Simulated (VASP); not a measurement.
# Sc3Ge5 (Im-3m) in VASP: relaxation of cell and atoms with PBE

Aim: the relaxation of cell and atoms of Sc3Ge5 with PBE.

All numbers are computed with VASP 6.6.1; they aren't measurements. Logs are shortened: lines on timing, memory, paths and dates and some standing lists are left out, and cuts for length are marked.

### 1 The cell of the first run

It takes space group Im-3m (No. 229, cubic). Conventional cell: a = 6.645 Å, b = 6.645 Å, c = 6.645 Å, α = 90.00°, β = 90.00°, γ = 90.00°. Within 3.8 Å of Sc (site symmetry 4/mmm) lie 10 Ge at 2.88 to 3.32 Å and 4 Sc at 3.32 Å. Ge (site symmetry m-3m) has 8 Ge at 2.88 Å and 6 Sc at 3.32 Å within 3.8 Å. Ge (site symmetry -3m) has 6 Sc at 2.88 Å and 8 Ge at 2.88 to 3.32 Å within 3.8 Å.

### 2 Relaxation of cell and atoms, PBE

Contents of INCAR:

```
SYSTEM = Sc3Ge5
  PREC = Accurate
  ENCUT = 600
  EDIFF = 1E-6
  ISMEAR = 0
  SIGMA = 0.1
  LREAL = .False.
  LASPH = .True.
  NELM = 100
  ALGO = Normal
  ISIF = 3
  LWAVE = .False.
  LCHARG = .False.
  GGA = PE
  IBRION = 2
  NSW = 100
  EDIFFG = -0.01
```

Contents of KPOINTS:

```
Automatic mesh
0
Gamma
  8 8 8
  0 0 0
```

Contents of POSCAR:

```
Sc3Ge5
1.0
   -3.3225569900      3.3225569900      3.3225569900
    3.3225569900     -3.3225569900      3.3225569900
    3.3225569900      3.3225569900     -3.3225569900
Sc Ge
3 5
Direct
    0.0000000000      0.5000000000      0.5000000000
    0.5000000000      0.5000000000      0.0000000000
    0.5000000000      0.0000000000      0.5000000000
    0.0000000000      0.0000000000      0.0000000000
    0.0000000000      0.0000000000      0.5000000000
    0.0000000000      0.5000000000      0.0000000000
    0.5000000000      0.0000000000      0.0000000000
    0.5000000000      0.5000000000      0.5000000000
```

Potentials or basis: VASP PAW PBE potentials, release 64 (Sc_sv, Ge_d).

Launch:

```sh
> cat potpaw_PBE.64/Sc_sv/POTCAR potpaw_PBE.64/Ge_d/POTCAR > POTCAR
> mpirun -np 1 vasp_std > vasp.out
```

OUTCAR:

```text
SYSTEM = Sc3Ge5
   PREC = Accurate
   ENCUT = 600
   EDIFF = 1E-6
   ISMEAR = 0
   LREAL = .False.
   LASPH = .True.
   NELM = 100
   ISIF = 3
   GGA = PE
   IBRION = 2
   NSW = 100
   EDIFFG = -0.01

 ion  position               nearest neighbor table
   1  0.000  0.500  0.500-   5 2.88   6 2.88   7 2.88   8 2.88   6 2.88   5 2.88   8 2.88   7 2.88
                             2 3.32   2 3.32   3 3.32   3 3.32
   2  0.500  0.500  0.000-   5 2.88   6 2.88   7 2.88   8 2.88   8 2.88   7 2.88   6 2.88   5 2.88
                             3 3.32   1 3.32   1 3.32   3 3.32
   3  0.500  0.000  0.500-   5 2.88   6 2.88   7 2.88   8 2.88   7 2.88   8 2.88   5 2.88   6 2.88
                             2 3.32   1 3.32   1 3.32   2 3.32
   4  0.000  0.000  0.000-   5 2.88   6 2.88   7 2.88   8 2.88   5 2.88   6 2.88   7 2.88   8 2.88

   5  0.000  0.000  0.500-   1 2.88   2 2.88   3 2.88   4 2.88   4 2.88   1 2.88   3 2.88   2 2.88

   6  0.000  0.500  0.000-   1 2.88   2 2.88   3 2.88   4 2.88   1 2.88   4 2.88   2 2.88   3 2.88

   7  0.500  0.000  0.000-   1 2.88   2 2.88   3 2.88   4 2.88   3 2.88   2 2.88   4 2.88   1 2.88

   8  0.500  0.500  0.500-   1 2.88   2 2.88   3 2.88   4 2.88   2 2.88   3 2.88   1 2.88   4 2.88

  LATTYP: Found a body centered cubic cell.
 ALAT       =     6.6451139800

  Lattice vectors:

 A1 = (  -3.3225569900,   3.3225569900,   3.3225569900)
 A2 = (   3.3225569900,  -3.3225569900,   3.3225569900)
 A3 = (   3.3225569900,   3.3225569900,  -3.3225569900)

Analysis of symmetry for initial positions (statically):
=====================================================================
 Subroutine PRICEL returns:
 Original cell was already a primitive cell.

 Routine SETGRP: Setting up the symmetry group for a
 body centered cubic supercell.

 Subroutine GETGRP returns: Found 48 space group operations
 (whereof 48 operations were pure point group operations)
 out of a pool of 48 trial point group operations.

The static configuration has the point symmetry O_h .

Analysis of symmetry for dynamics (positions and initial velocities):
=====================================================================
 Subroutine PRICEL returns:
 Original cell was already a primitive cell.

 Routine SETGRP: Setting up the symmetry group for a
 body centered cubic supercell.

 Subroutine GETGRP returns: Found 48 space group operations
 (whereof 48 operations were pure point group operations)
 out of a pool of 48 trial point group operations.

The dynamic configuration has the point symmetry O_h .

 Subroutine INISYM returns: Found 48 space group operations
 (whereof 48 operations are pure point group operations),
 and found     1 'primitive' translations

----------------------------------------------------------------------------------------

                                     Primitive cell

  volume of cell :     146.7159

  direct lattice vectors                    reciprocal lattice vectors
    -3.322556990  3.322556990  3.322556990     0.000000000  0.150486508  0.150486508
     3.322556990 -3.322556990  3.322556990     0.150486508  0.000000000  0.150486508
     3.322556990  3.322556990 -3.322556990     0.150486508  0.150486508  0.000000000

  length of vectors
     5.754837518  5.754837518  5.754837518     0.212820061  0.212820061  0.212820061

  position of ions in fractional coordinates (direct lattice)
     0.000000000  0.500000000  0.500000000
     0.500000000  0.500000000  0.000000000
     0.500000000  0.000000000  0.500000000
     0.000000000  0.000000000  0.000000000
     0.000000000  0.000000000  0.500000000
     0.000000000  0.500000000  0.000000000
     0.500000000  0.000000000  0.000000000
     0.500000000  0.500000000  0.500000000

  ion indices of the primitive-cell ions
   primitive index   ion index
                 1           1
                 2           2
                 3           3
                 4           4
                 5           5
                 6           6
                 7           7
                 8           8

----------------------------------------------------------------------------------------

 KPOINTS: Automatic mesh

Automatic generation of k-mesh.
 Grid dimensions read from file:
 generate k-points for:    8    8    8

 Generating k-lattice:

  Cartesian coordinates                     Fractional coordinates (reciprocal lattice)
     0.000000000  0.018810814  0.018810814     0.125000000  0.000000000  0.000000000
     0.018810814  0.000000000  0.018810814     0.000000000  0.125000000  0.000000000
     0.018810814  0.018810814  0.000000000     0.000000000  0.000000000  0.125000000

  Length of vectors
     0.026602508  0.026602508  0.026602508

  Shift w.r.t. Gamma in fractional coordinates (k-lattice)
     0.000000000  0.000000000  0.000000000

 Subroutine IBZKPT returns following result:
 ===========================================

 Found     29 irreducible k-points:

 Following reciprocal coordinates:
            Coordinates               Weight
  0.000000  0.000000  0.000000      1.000000
  0.125000  0.000000  0.000000     12.000000
  0.250000  0.000000  0.000000     12.000000
  0.375000  0.000000  0.000000     12.000000
  0.500000  0.000000  0.000000      6.000000
  0.125000  0.125000  0.000000     24.000000
[... 16 lines left out ...]
 -0.250000  0.250000  0.250000      6.000000
 -0.375000  0.375000  0.250000     24.000000
 [... further k-points ...]
   k-points           NKPTS =     29   k-points in BZ     NKDIM =     29   number of bands    NBANDS=     61
   number of dos      NEDOS =    301   number of ions     NIONS =      8
   total plane-waves  NPLWV = 110592
   dimension x,y,z NGX =    48 NGY =   48 NGZ =   48
   dimension x,y,z NGXF=    96 NGYF=   96 NGZF=   96
   ions per type =               3   5
   NGX,Y,Z   is equivalent  to a cutoff of  13.87, 13.87, 13.87 a.u.
   NGXF,Y,Z  is equivalent  to a cutoff of  27.73, 27.73, 27.73 a.u.
 SYSTEM =  Sc3Ge5
   PREC   = accura    normal or accurate (medium, high low for compatibility)
   ISTART =      0    job   : 0-new  1-cont  2-samecut
   ICHARG =      2    charge: 1-file 2-atom 10-const
   ISPIN  =      1    spin polarized calculation?
   LNONCOLLINEAR =      F non collinear calculations
   LSORBIT =      F    spin-orbit coupling
   LASPH  =      T    aspherical Exc in radial PAW
   ENCUT  =  600.0 eV  44.10 Ry    6.64 a.u.  11.49 11.49 11.49*2*pi/ulx,y,z
   NELM   =    100;   NELMIN=  2; NELMDL= -5     # of ELM steps
   EDIFF  = 0.1E-05   stopping-criterion for ELM
   LREAL  =      F    real-space projection
   EDIFFG = -.1E-01   stopping-criterion for IOM
   NSW    =    100    number of steps for IOM
   IBRION =      2    ionic relax: 0-MD 1-quasi-New 2-CG
   NFREE  =      1    steps in history (QN), initial steepest desc. (CG)
   ISIF   =      3    stress and relaxation
   ISYM   =      2    0-nonsym 1-usesym 2-fastsym
   POTIM  = 0.5000    time-step for ionic-motion
   TEBEG  =    0.0;   TEEND  =   0.0 temperature during run
   PSTRESS=    0.0 pullay stress
   NELECT =     103.0000    total number of electrons
   NUPDOWN=      -1.0000    fix difference up-down
   EMIN   =  10.00;   EMAX   =-10.00  energy-range for DOS
   EFERMI =   0.00;   METHOD = LEGACY
   ISMEAR =     0;   SIGMA  =   0.10  broadening in eV -4-tet -1-fermi 0-gaus
   EFERMI_NEDOS =   21; number of points for ismear=-14 and -15
   IALGO  =     38    algorithm
   IMIX   =      4    mixing-type and parameters
     AMIX     =   0.40;   BMIX     =  1.00
     AMIX_MAG =   1.60;   BMIX_MAG =  1.00
  volume/ion in A,a.u.               =      18.34       123.76
  Fermi-wavevector in a.u.,A,eV,Ry     =   1.454995  2.749542 28.803672  2.117010
  Thomas-Fermi vector in A             =   2.572081
   LORBIT       =      0    0 simple, 1 ext, 2 COOP (PROOUT), +10 PAW based schemes
   GGA     = PE    functional components
   LHFCALC =     F    Hartree Fock is set to
   AEXX    =    0.0000 exact exchange contribution
   IVDW    =     0    specifies the selected vdW correction
   LEPSILON=     F    determine dielectric tensor
   LRPA    =     F    only Hartree local field effects (RPA)
 conjugate gradient relaxation of ions
 non-spin polarized calculation
 Gauss-broadening in eV      SIGMA  =   0.10
  energy-cutoff  :      600.00
  volume of cell :      146.72
 maximum number of plane-waves:      4921
 NGX is ok and might be reduce to    48
   NGX = 23   NGY = 23   NGZ = 23

--------------------------------------- Ionic step        1  -------------------------------------------

 number of electron     103.0000071 magnetization

 Free energy of the ion-electron system (eV)
  ---------------------------------------------------
  ext. energy  EPLUGINS =         0.00000000
  ---------------------------------------------------
  free energy    TOTEN  =       -44.74933000 eV

  energy without entropy =      -44.73227516  energy(sigma->0) =      -44.74080258

------------------------ aborting loop because EDIFF is reached ----------------------------------------

  FORCE on cell =-STRESS in cart. coord.  units (eV):
  Direction    XX          YY          ZZ          XY          YZ          ZX
  --------------------------------------------------------------------------------------
  -------------------------------------------------------------------------------------
  Total        2.7274517      2.7274517      2.7274517     -0.0000000      0.0000000     -0.0000000
  in kB       29.7845024     29.7845024     29.7845024     -0.0000000      0.0000000     -0.0000000
  external PRESSURE =      29.7845024 kB  Pullay stress =       0.0000000 kB
[... 69 lines left out ...]
  energy  without entropy=      -44.7740798514  energy(sigma->0) =      -44.78263721

--------------------------------------- Ionic step        3  -------------------------------------------

 number of electron     102.9999999 magnetization

 Free energy of the ion-electron system (eV)
  ---------------------------------------------------
  ext. energy  EPLUGINS =         0.00000000
  ---------------------------------------------------
  free energy    TOTEN  =       -44.79785359 eV

  energy without entropy =      -44.78094303  energy(sigma->0) =      -44.78939831

 E-fermi :   6.3576     XC(G=0): -11.1390

 val. band max:        6.3489874029   @ k =   0.5000   0.5000   0.5000
 cond. band min:       6.3888882848   @ k =   0.1250   0.1250   0.0000
 fundamental gap:      0.0399008819
 Fermi energy:         6.3575577990

 k-point     1 :       0.0000    0.0000    0.0000
  band No.  band energies     occupation
      1     -43.3638      2.00000
      2     -43.3419      2.00000
      3     -43.3419      2.00000
      4     -22.0843      2.00000
      5     -22.0843      2.00000
      6     -22.0843      2.00000
[... 1525 lines left out ...]
     60       8.1968      0.00000
     61       9.4867      0.00000

 [... further k-points ...]
[... 5 lines left out ...]
  --------------------------------------------------------------------------------------
  -------------------------------------------------------------------------------------
  Total        0.0593444      0.0593444      0.0593444      0.0000000      0.0000000     -0.0000000
  in kB        0.6254305      0.6254305      0.6254305      0.0000000      0.0000000     -0.0000000
  external PRESSURE =       0.6254305 kB  Pullay stress =       0.0000000 kB
[... 23 lines left out ...]
  FREE ENERGIE OF THE ION-ELECTRON SYSTEM (eV)
  ---------------------------------------------------
  free  energy   TOTEN  =       -44.7978535854 eV

  energy  without entropy=      -44.7809430252  energy(sigma->0) =      -44.78939831

 reached required accuracy - stopping structural energy minimisation
```

Wall time 10 min (1 thread of Intel Xeon Platinum 8559C (Emerald Rapids), shared host); peak memory 0.48 GiB.

What came out:

- Free energy: -44.7979 eV
- Relaxed volume: 19.00 Å³/atom
- Relaxed cell: a = 5.823 Å, b = 5.823 Å, c = 5.823 Å, α = 109.47°, β = 109.47°, γ = 109.47°
- Space group after relaxing (to 0.05 Å): Im-3m (No. 229)
- Energy gained by relaxing: 6.1 meV/atom
- Ionic steps: 3
- Pressure after relaxing: 0.1 GPa

The path:
```
step  energy change (eV)  largest force (eV/Å)  pressure (GPa)  volume (Å³)
   1              0.0000                0.0000            2.98       146.72
   2             -0.0419                0.0000           -1.11       154.07
   3             -0.0485                0.0000            0.06       152.02
```

Final structure:
```
Sc Ge
1.0
    -3.36215    3.36215    3.36215
     3.36215   -3.36215    3.36215
     3.36215    3.36215   -3.36215
Sc Ge
3 5
Direct
  0.00000 0.50000 0.50000
  0.50000 0.50000 0.00000
  0.50000 0.00000 0.50000
  0.00000 0.00000 0.00000
  0.00000 0.00000 0.50000
  0.00000 0.50000 0.00000
  0.50000 0.00000 0.00000
  0.50000 0.50000 0.50000
```
